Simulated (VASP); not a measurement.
# ZrO2 (Fm-3m) in VASP: notebook, part 2 of 2

VASP 6.6.1.

**3. Phonons, PBE+D3(BJ)**

INCAR reads:

```
SYSTEM = ZrO2
PREC = Accurate
ENCUT = 600
EDIFF = 1E-8
ISMEAR = 0
SIGMA = 0.01
LREAL = .FALSE.
LASPH = .TRUE.
NELM = 120
ALGO = Normal
ISIF = 2
LWAVE = .FALSE.
LCHARG = .FALSE.
GGA = PE
IVDW = 12
IBRION = 6
NFREE = 2
POTIM = 0.015
NSW = 1
GGA_COMPAT = .FALSE.
```

KPOINTS reads:

```
Automatic mesh
0
G
  8 8 8
  0 0 0
```

POSCAR reads:

```
ZrO2
1.0
    0.0000000000      2.5437767819      2.5437767819
    2.5437767819      0.0000000000      2.5437767819
    2.5437767819      2.5437767819      0.0000000000
Zr O
1 2
Direct
    0.5000000000      0.5000000000      0.5000000000
    0.7500000000      0.7500000000      0.7500000000
    0.2500000000      0.2500000000      0.2500000000
```

Potentials or basis: VASP PAW PBE potentials, release 64 (Zr_sv, O).

Launch:

```sh
cat potpaw_PBE.64/Zr_sv/POTCAR potpaw_PBE.64/O/POTCAR > POTCAR
mpirun -np 1 vasp_std > vasp.out
```

OUTCAR:

```text
SYSTEM = ZrO2
   PREC = Accurate
   ENCUT = 600
   EDIFF = 1E-8
   ISMEAR = 0
   LREAL = .FALSE.
   LASPH = .TRUE.
   NELM = 120
   ISIF = 2
   GGA = PE
   IVDW = 12
   IBRION = 6
   NFREE = 2
   POTIM = 0.015
   NSW = 1
 IVDW          = 12

 ion  position               nearest neighbor table
   1  0.500  0.500  0.500-   3 2.20   3 2.20   3 2.20   2 2.20   3 2.20   2 2.20   2 2.20   2 2.20

   2  0.750  0.750  0.750-   1 2.20   1 2.20   1 2.20   1 2.20
   3  0.250  0.250  0.250-   1 2.20   1 2.20   1 2.20   1 2.20

  LATTYP: Found a face centered cubic cell.
 ALAT       =     5.0875535638

  Lattice vectors:

 A1 = (   0.0000000000,   2.5437767819,   2.5437767819)
 A2 = (   2.5437767819,   0.0000000000,   2.5437767819)
 A3 = (   2.5437767819,   2.5437767819,   0.0000000000)

Analysis of symmetry for initial positions (statically):
=====================================================================
 Subroutine PRICEL returns:
 Original cell was already a primitive cell.

 Routine SETGRP: Setting up the symmetry group for a
 face centered cubic supercell.

 Subroutine GETGRP returns: Found 48 space group operations
 (whereof 48 operations were pure point group operations)
 out of a pool of 48 trial point group operations.

The static configuration has the point symmetry O_h .

Analysis of symmetry for dynamics (positions and initial velocities):
=====================================================================
 Subroutine PRICEL returns:
 Original cell was already a primitive cell.

 Routine SETGRP: Setting up the symmetry group for a
 face centered cubic supercell.

[... 161 lines left out ...]

 E8    (eV) :    -0.3429
[... 155 lines left out ...]
--------------------------------------- Ionic step        5  -------------------------------------------

 number of electron      23.9999996 magnetization

 Free energy of the ion-electron system (eV)
  ---------------------------------------------------
  ext. energy  EPLUGINS =         0.00000000
  ---------------------------------------------------
  free energy    TOTEN  =       -28.56331608 eV

  energy without entropy =      -28.56331608  energy(sigma->0) =      -28.56331608

 E-fermi :   7.3288     XC(G=0): -11.7902

 val. band max:        7.2380604959   @ k =   0.0000   0.5000   0.5000
 cond. band min:      10.5959939388   @ k =   0.0000   0.0000   0.0000
 fundamental gap:      3.3579334429
 Fermi energy:         7.3287673765

 k-point     1 :       0.0000    0.0000    0.0000
  band No.  band energies     occupation
      1     -40.8427      2.00000
      2     -18.6636      2.00000
      3     -18.6633      2.00000
      4     -18.6629      2.00000
      5     -10.9651      2.00000
      6      -8.4028      2.00000
[... 433 lines left out ...]
      3     -18.9407      2.00000
      4     -18.7735      2.00000
      5      -9.5981      2.00000
      6      -8.9918      2.00000
[... 8 lines left out ...]
     15      13.3980      0.00000
     16      14.5628      0.00000

 [... further k-points ...]

------------------------ aborting loop because EDIFF is reached ----------------------------------------

 Edisp (eV)   -0.80223

 E8    (eV) :    -0.3429
[... 26 lines left out ...]
  FREE ENERGIE OF THE ION-ELECTRON SYSTEM (eV)
  ---------------------------------------------------
  free  energy   TOTEN  =       -29.3655453287 eV

  energy  without entropy=      -29.3655453287  energy(sigma->0) =      -29.36554533

 INTERNAL STRAIN TENSORS FROM DISPLACED ATOMS
 ============================================

 INTERNAL STRAIN TENSOR FOR ION    1 for displacements in x,y,z  (eV/Angst):
          X           Y           Z          XY          YZ          ZX
  --------------------------------------------------------------------------------
  x     0.00000     0.00000     0.00000     0.00000     0.00000     0.00000
  y     0.00000     0.00000     0.00000     0.00000     0.00000     0.00000
  z     0.00000     0.00000     0.00000     0.00000     0.00000     0.00000

 INTERNAL STRAIN TENSOR FOR ION    3 for displacements in x,y,z  (eV/Angst):
          X           Y           Z          XY          YZ          ZX
  --------------------------------------------------------------------------------
  x    -0.00000    -0.00000    -0.00000     0.00000     7.03232     0.00000
  y     0.00000    -0.00000     0.00000     0.00000     0.00000     7.03232
  z     0.00000     0.00000    -0.00000     7.03232     0.00000     0.00000

 Eigenvectors and eigenvalues of the dynamical matrix
 ----------------------------------------------------

   1 f  =   16.909168 THz   106.243437 2PiTHz  564.029137 cm-1    69.930669 meV
             X         Y         Z           dx          dy          dz
      2.543777  2.543777  2.543777     0.000000   -0.000000   -0.000000
      3.815665  3.815665  3.815665     0.706365    0.032387    0.000000
      1.271888  1.271888  1.271888    -0.706365   -0.032387    0.000000
[... 43 lines left out ...]
   9 f/i=    0.004636 THz     0.029126 2PiTHz    0.154625 cm-1     0.019171 meV
             X         Y         Z           dx          dy          dz
      2.543777  2.543777  2.543777    -0.114444   -0.199826   -0.828684
      3.815665  3.815665  3.815665    -0.047999   -0.083810   -0.347562
      1.271888  1.271888  1.271888    -0.047999   -0.083810   -0.347562

 ELASTIC MODULI CONTR FROM IONIC RELAXATION (kBar)
 Direction    XX          YY          ZZ          XY          YZ          ZX
 --------------------------------------------------------------------------------
 XX          -0.0000      0.0000     -0.0000      0.0000      0.0000     -0.0000
 YY          -0.0000     -0.0000     -0.0000     -0.0000      0.0000      0.0000
 ZZ          -0.0000     -0.0000     -0.0000      0.0000      0.0000     -0.0000
 XY           0.0000     -0.0000      0.0000   -257.1624      0.0000      0.0000
 YZ           0.0000      0.0000      0.0000      0.0000   -257.1624      0.0000
 ZX          -0.0000      0.0000     -0.0000      0.0000      0.0000   -257.1624
 --------------------------------------------------------------------------------
```

OSZICAR:

```text
N       E                     dE             d eps       ncg     rms          rms(c)
DAV:   1     0.211629684592E+03    0.21163E+03   -0.15674E+04   928   0.171E+03
DAV:   2    -0.246540444929E+02   -0.23628E+03   -0.23237E+03  1208   0.415E+02
DAV:   3    -0.347729604316E+02   -0.10119E+02   -0.10111E+02  1600   0.854E+01
[... 50 lines left out ...]
DAV:   5    -0.285633163631E+02    0.12093E-05   -0.79548E-06  3448   0.263E-02    0.175E-02
DAV:   6    -0.285633160563E+02    0.30678E-06   -0.63398E-06  4056   0.267E-02    0.255E-03
DAV:   7    -0.285633160595E+02   -0.31469E-08   -0.10933E-06  3448   0.926E-03    0.164E-03
DAV:   8    -0.285633160828E+02   -0.23311E-07   -0.13368E-07  4104   0.303E-03    0.102E-03
DAV:   9    -0.285633160781E+02    0.47071E-08   -0.36062E-08  2544   0.188E-03
   5 F= -.29365545E+02 E0= -.29365545E+02  d E =-.518521E-40
```

Wall time 5 min (1 thread of Intel Xeon 8259CL, shared host); peak memory 0.25 GiB.

What came out:

```yaml
Highest_phonon_frequency_at_Γ_LO-TO_splitting_left_out: 564 cm⁻¹
Dispersion_energy_per_atom: -0.267 eV
```

Phonon frequencies in cm⁻¹ (negative: imaginary):
```
              q point                    frequencies
(0.000, 0.000, 0.000)  0 0 0 240 240 240 564 564 564
```
